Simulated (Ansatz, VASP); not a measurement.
**SnO2 in VASP and in Ansatz**

```
Sn O
1.0
     3.31820    0.00000    0.00000
    -1.65910    2.87364    0.00000
     0.00000    0.00000   10.25787
Sn O
2 4
Direct
  0.00000 0.00000 0.50000
  0.00000 0.00000 0.00000
  0.66667 0.33333 0.40179
  0.66667 0.33333 0.09821
  0.33333 0.66667 0.59821
  0.33333 0.66667 0.90179
```

Alike in both runs: task single point; functional PBE; dispersion D3(BJ); k mesh 12 × 12 × 4; occupations gaussian, width 0.05 eV; no spin polarisation.

|  | VASP | Ansatz |
| --- | --- | --- |
| version | VASP 6.6.1 | Ansatz 0.2.0 |
| potentials or method | VASP PAW PBE potentials, release 64 (Sn_d, O), cutoff 520 eV | scalar-relativistic, plane waves, PAW |
| valence electrons in the cell | 52 | 52 |

Ansatz gave:

- gap on the k mesh at the Fermi level (eV): 1.44
- least direct gap on the mesh (eV): 1.74
- pressure (GPa): -8.6
- traceless stress, the component that is largest in VASP (GPa): 5.76
- rms of the force components (eV/Å): 0.226

Question: Estimate VASP's values.

Answer: gap on the k mesh at the Fermi level (eV): 1.42; least direct gap on the mesh (eV): 1.72; pressure (GPa): -8.2; traceless stress, the component that is largest in VASP (GPa): 5.45; rms of the force components (eV/Å): 0.205.

Atom by atom the forces differ by 0.021 eV/Å (rms over components).
